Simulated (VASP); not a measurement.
As10Se12S3, 25 atoms in the cell. The cell holds an amorphous packing of atoms, 25 atoms: a = 8.827 Å, b = 8.964 Å, c = 8.864 Å, α = 87.11°, β = 86.18°, γ = 86.85°. 

| Item | Value |
| --- | --- |
| Program | VASP 6.6.1 |
| Task | single point |
| Functional | PBE |
| Dispersion | D3(BJ) |
| Potentials or basis | VASP PAW PBE potentials, release 64 (As, S, Se) |
| Cutoff | 520 eV |
| k mesh | 1 × 1 × 1, shifted |
| Occupations | fermi-dirac, width 0.05 eV |
| Spin | no spin polarisation |
| Dipole correction | no |
| Further INCAR settings | LREAL = Auto; ALGO = Normal; EDIFF = 1e-07; NBANDS = 88; ISYM = 0 |

Potentials or basis: VASP PAW PBE potentials, release 64 (As, S, Se).

Launch:

```bash
$ cat potpaw_PBE.64/As/POTCAR potpaw_PBE.64/S/POTCAR potpaw_PBE.64/Se/POTCAR > POTCAR
$ mpirun -np 1 vasp_std > vasp.out
```

Hardware: 1 thread of Intel(R) Xeon(R) 6975P-C (Granite Rapids) (shared host).

Q: Estimate the wall time of this run.

A: Run time: 110 s on 1 thread of Intel(R) Xeon(R) 6975P-C (Granite Rapids), on a shared host, peak memory 0.67 GiB. Counts: scf iterations 19, k points 1.
